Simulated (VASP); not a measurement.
# SnO2: single point with r2SCAN

The system is SnO2.

```
Sn O
1.0
     4.77929    0.00000    0.00000
     0.00000    4.77940    0.00000
     0.00000    0.00000    3.20674
Sn O
2 4
Cartesian
  2.3896 2.3897 1.6034
  0.0000 0.0000 0.0000
  1.4629 1.4631 0.0000
  3.8525 0.9266 1.6034
  0.9268 3.8528 1.6034
  3.3164 3.3163 0.0000
```

* Program: VASP 6.6.1
* Task: single point
* Functional: r2SCAN
* Potentials or basis: VASP PAW PBE potentials, release 64 (Sn_d, O)
* Cutoff: 520 eV
* k mesh: 6 × 6 × 8
* Occupations: gaussian, width 0.02 eV
* Spin: no spin polarisation

```yaml
Pressure: -0.9 GPa
Largest_force: 0.029 eV/Å
Band_gap_on_the_k_mesh: 1.69 eV
```

Forces on the atoms (eV/Å):
```
Sn   0.000  0.000  0.000
Sn   0.000  0.000  0.000
O   -0.020 -0.020  0.000
O   -0.020  0.020  0.000
O    0.020 -0.020  0.000
O    0.020  0.020  0.000
```

Stress tensor (GPa, compression positive):
```
-1.09  0.00  0.00
 0.00 -1.09  0.00
 0.00  0.00 -0.62
```

Levels at points of the mesh, in eV from the valence-band top:
```
           k point  band 22  band 23  band 24  band 25  band 26  band 27  band 28  band 29  band 30  band 31
(0.00, 0.00, 0.00)    -1.22    -1.22    -0.77    -0.77     0.00     1.69     6.73     7.01     7.01    11.05
(0.50, 0.00, 0.00)    -1.96    -1.17    -1.17    -0.62    -0.62     4.89     4.89     7.76     7.76    11.76
(0.00, 0.50, 0.00)    -1.96    -1.17    -1.17    -0.62    -0.62     4.89     4.89     7.76     7.76    11.75
(0.50, 0.50, 0.00)    -1.93    -1.29    -1.29    -0.91    -0.91     5.33     5.33     8.15     8.15    11.80
(0.00, 0.00, 0.50)    -2.58    -1.64    -1.64    -1.25    -1.25     6.75     6.75    10.45    10.45    11.50
(0.50, 0.00, 0.50)    -1.71    -1.09    -1.09    -0.70    -0.70     7.02     7.02     8.75     8.75    11.85
(0.00, 0.50, 0.50)    -1.71    -1.09    -1.09    -0.70    -0.70     7.02     7.02     8.75     8.75    11.85
(0.50, 0.50, 0.50)    -2.37    -0.95    -0.95    -0.84    -0.84     5.42     5.42     9.59     9.59    11.83
```

It took 3.2 min on 1 thread of Intel(R) Xeon(R) 6975P-C (Granite Rapids), with other jobs on the host, peak memory 0.29 GiB.

Caveat: the PAW data sets were made with another functional, which shifts forces and pressure a little; spin-orbit coupling is left out, which moves the levels of the heavy elements.
